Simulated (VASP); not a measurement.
A run of VASP 6.6.1 is set up as follows.

Contents of POSCAR:

```
PbO2
1.0
    0.0000000000      2.6581699692      2.6581699692
    2.6581699692      0.0000000000      2.6581699692
    2.6581699692      2.6581699692      0.0000000000
Pb O
1 2
Direct
    0.0000000000      0.0000000000      0.0000000000
    0.2500000000      0.2500000000      0.2500000000
    0.7500000000      0.7500000000      0.7500000000
```

Contents of INCAR.step1:

```
SYSTEM = PbO2
PREC = Accurate
ENCUT = 520
EDIFF = 1E-5
ISMEAR = -1
SIGMA = 0.02
LREAL = .FALSE.
LASPH = .TRUE.
NELM = 100
ALGO = Normal
ISIF = 2
LWAVE = .TRUE.
LCHARG = .FALSE.
GGA = PE
NBANDS = 20
```

INCAR.step2

```
SYSTEM = PbO2
PREC = Accurate
ENCUT = 520
EDIFF = 1E-6
ISMEAR = -1
SIGMA = 0.02
LREAL = .FALSE.
LASPH = .TRUE.
NELM = 100
ALGO = Normal
ISIF = 2
LWAVE = .FALSE.
LCHARG = .FALSE.
GGA = PE
LHFCALC = .TRUE.
HFSCREEN = 0.2079
PRECFOCK = Normal
ISTART = 1
NBANDS = 20
```

The input KPOINTS:

```
regular mesh
0
G
  4 4 4
  0 0 0
```

Potentials or basis: VASP PAW PBE potentials, release 64 (Pb_d, O).

The run is started by

```bash
$ cat potpaw_PBE.64/Pb_d/POTCAR potpaw_PBE.64/O/POTCAR > POTCAR
$ cp INCAR.step1 INCAR
$ mpirun -np 1 vasp_std > vasp.out
$ cp INCAR.step2 INCAR
$ mpirun -np 1 vasp_std > vasp.out
```

Predict the band gap on the k mesh.

zero (band 13 reaches 5.31 eV, above the bottom of band 14 at 3.90 eV).

Estimate the pressure.

-3.7 GPa.

Caveat: the k points lie up to 0.51 Å⁻¹ apart; the PAW data sets were made with another functional, which shifts forces and pressure a little; spin-orbit coupling is left out, which moves the levels of the heavy elements.
